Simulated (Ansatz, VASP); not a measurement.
# Al8H in VASP and in Ansatz

INCAR

```
SYSTEM = Al8H
  ALGO = Normal
  DIPOL = 0.5 0.5 0.292
  EDIFF = 1E-6
  ENCUT = 520
  GGA = PE
  IDIPOL = 3
  ISIF = 2
  ISMEAR = 0
  LASPH = .True.
  LCHARG = .True.
  LDIPOL = .True.
  LELF = .True.
  LREAL = Auto
  LVACPOTAV = .True.
  LVHAR = .True.
  LWAVE = .False.
  NBANDS = 40
  NELM = 100
  PREC = Accurate
  SIGMA = 0.1
```

File KPOINTS:

```
k-points
0
Gamma
  5 4 1
  0 0 0
```

POSCAR

```
Al8H
1.0
    5.7135165837      0.0000000000      0.0000000000
    0.0000000000      8.0801326415      0.0000000000
    0.0000000000      0.0000000000     22.2432786975
Al H
16 2
Direct
    0.2500000000      0.2500000000      0.1798296040
    0.2500000000      0.7500000000      0.1798296040
    0.7500000000      0.2500000000      0.1798296040
    0.7500000000      0.7500000000      0.1798296040
    0.0000000000      0.0000000000      0.2440458181
    0.0000000000      0.5000000000      0.2440458181
    0.5000000000      0.0000000000      0.2440458181
    0.5000000000      0.5000000000      0.2440458181
    0.2500000000      0.2500000000      0.3102598702
    0.2500000000      0.7500000000      0.3102598702
    0.7500000000      0.2500000000      0.3102598702
    0.7500000000      0.7500000000      0.3102598702
    0.0000000000      0.0000000000      0.3705963860
    0.0000000000      0.5000000000      0.3705963860
    0.5000000000      0.0000000000      0.3705963860
    0.5000000000      0.5000000000      0.3705963860
    0.2500000000      0.0860175434      0.4195999531
    0.2500000000      0.4139824566      0.4195999531
```

Input for Ansatz:

```yaml
crystal:
  lattice:
    - [5.7135165837, 0.0, 0.0]
    - [0.0, 8.0801326415, 0.0]
    - [0.0, 0.0, 22.2432786975]
  atoms:
    - { symbol: Al, position: [0.25, 0.25, 0.179829604] }
    - { symbol: Al, position: [0.25, 0.75, 0.179829604] }
    - { symbol: Al, position: [0.75, 0.25, 0.179829604] }
    - { symbol: Al, position: [0.75, 0.75, 0.179829604] }
    - { symbol: Al, position: [0.0, 0.0, 0.2440458181] }
    - { symbol: Al, position: [0.0, 0.5, 0.2440458181] }
    - { symbol: Al, position: [0.5, 0.0, 0.2440458181] }
    - { symbol: Al, position: [0.5, 0.5, 0.2440458181] }
    - { symbol: Al, position: [0.25, 0.25, 0.3102598702] }
    - { symbol: Al, position: [0.25, 0.75, 0.3102598702] }
    - { symbol: Al, position: [0.75, 0.25, 0.3102598702] }
    - { symbol: Al, position: [0.75, 0.75, 0.3102598702] }
    - { symbol: Al, position: [0.0, 0.0, 0.370596386] }
    - { symbol: Al, position: [0.0, 0.5, 0.370596386] }
    - { symbol: Al, position: [0.5, 0.0, 0.370596386] }
    - { symbol: Al, position: [0.5, 0.5, 0.370596386] }
    - { symbol: H, position: [0.25, 0.0860175434, 0.4195999531] }
    - { symbol: H, position: [0.25, 0.4139824566, 0.4195999531] }
basis:
  ecutwfc: 420
kpoints:
  mp_grid: { grid: [5, 4, 1] }
hamiltonian:
  xc: pbe
  pseudopotentials: { kind: paw, azcp: { folder: soft_1 } }
scf:
  occupations: { method: gaussian, width: 0.1 }
output:
  forces: true
  eigenvalues: true
efield:
  axis: 3
  dipole_correction: true
  ramp_width: 0.04
```

Alike in both runs: task single point; functional PBE; k mesh 5 × 4 × 1; occupations gaussian, width 0.1 eV; no spin polarisation.

|  | VASP | Ansatz |
| --- | --- | --- |
| version | VASP 6.6.1 | Ansatz 0.2.0 |
| potentials or method | VASP PAW PBE potentials, release 64 (Al, H), cutoff 520 eV | scalar-relativistic, plane waves, PAW |
| valence electrons in the cell | 50 | 50 |

|  | VASP | Ansatz | Ansatz less VASP |
| --- | --- | --- | --- |
| gap on the k mesh at the Fermi level (eV) | none | none | - |
| rms of the force components (eV/Å) | 0.217 | 0.217 | -0.0004 |
| work function, face that differs most (eV) | 4.01 | 4.01 | -0.004 |

Atom by atom the forces differ by 0.002 eV/Å (rms over components). A gap of «none» marks a metal or a gap that the smearing closes.
